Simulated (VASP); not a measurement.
Input of a VASP 6.6.1 run:

File INCAR:

```
SYSTEM = K
PREC = Accurate
ENCUT = 520
EDIFF = 1E-6
ISMEAR = -1
SIGMA = 0.1
LREAL = .FALSE.
LASPH = .TRUE.
NELM = 60
ALGO = Normal
ISIF = 2
LWAVE = .FALSE.
LCHARG = .TRUE.
GGA = RE
LELF = .TRUE.
LVHAR = .TRUE.
NBANDS = 16
```

KPOINTS

```
regular mesh
0
G
  6 6 6
  0 0 0
```

POSCAR

```
K
1.0
    0.0000000000      5.0274549210      5.0274549210
    5.0274549210      0.0000000000      5.0274549210
    5.0274549210      5.0274549210      0.0000000000
K
2
Direct
    0.1250000000      0.1250000000      0.1250000000
    0.8750000000      0.8750000000      0.8750000000
```

Potentials or basis: VASP PAW PBE potentials, release 64 (K_sv).

The run is started by

```console
$ cat potpaw_PBE.64/K_sv/POTCAR > POTCAR
$ mpirun -np 1 vasp_std > vasp.out
```

(1) What does it give for the pressure?

(2) What does it give for the band gap on the k mesh?

Answers

(1) 0.0 GPa.

(2) zero (bands 9 and 10 overlap by 0.19 eV).

Caveat: the PAW data sets were made with another functional, which shifts forces and pressure a little.
